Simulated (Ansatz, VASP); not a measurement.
# Two plane-wave programs on ZnSe

File INCAR:

```
ALGO = Normal
EDIFF = 1E-6
ENCUT = 520
GGA = CA
ISIF = 2
ISMEAR = 0
LASPH = T
LCHARG = F
LREAL = F
LWAVE = F
NBANDS = 16
NELM = 60
PREC = Accurate
SIGMA = 0.05
```

Contents of KPOINTS:

```
k-points
0
Gamma
  8 8 8
```

The input POSCAR:

```
ZnSe
1.0
    0.0000000000      2.6305111297      2.8601589268
    2.8601589268      0.0000000000      2.8601589268
    2.8601589268      2.6305111297      0.0000000000
Zn Se
1 1
Direct
    0.0000000000      0.0000000000      0.0000000000
    0.7500000000      0.7500000000      0.7500000000
```

Input for Ansatz:

```yaml
crystal:
  lattice:
    - [0.0, 2.6305111297, 2.8601589268]
    - [2.8601589268, 0.0, 2.8601589268]
    - [2.8601589268, 2.6305111297, 0.0]
  atoms:
    - { symbol: Zn, position: [0.0, 0.0, 0.0] }
    - { symbol: Se, position: [0.75, 0.75, 0.75] }
basis:
  ecutwfc: 520.0
kpoints:
  mp_grid: { grid: [8, 8, 8] }
hamiltonian:
  xc: lda
  pseudopotentials: { kind: paw, azcp: { folder: soft_1 } }
scf:
  occupations: { method: gaussian, width: 0.05 }
output:
  forces: true
  stress: true
  eigenvalues: true
```

Change from the starting cell: strain +e along x and -e along y +0.0000, strain +e along z and -e/2 along x and y -0.0550.

Alike in both runs: task single point; functional LDA; k mesh 8 × 8 × 8; occupations gaussian, width 0.05 eV; no spin polarisation.

|  | VASP | Ansatz |
| --- | --- | --- |
| version | VASP 6.6.1 | Ansatz 0.2.0 |
| potentials or method | VASP PAW LDA potentials, release 64 (Zn, Se), cutoff 520 eV | scalar-relativistic, plane waves, PAW |
| valence electrons in the cell | 18 | 28 |

VASP gave:

- gap on the k mesh at the Fermi level (eV): 1.10
- least direct gap on the mesh (eV): 1.10
- pressure (GPa): 0.4
- traceless stress, the component that is largest in VASP (GPa): 1.80

Task: Estimate Ansatz's values.

Result: gap on the k mesh at the Fermi level (eV): 1.06; least direct gap on the mesh (eV): 1.06; pressure (GPa): 0.0; traceless stress, the component that is largest in VASP (GPa): 1.82.

Ansatz warns that its potentials were made for another functional, while VASP's fit it. LDA's correlation is that of Perdew and Zunger in VASP and of Perdew and Wang (1992) in Ansatz. VASP's potentials hold 18 valence electrons a cell and Ansatz's 28, so a difference there can come from the potentials and not from the codes.
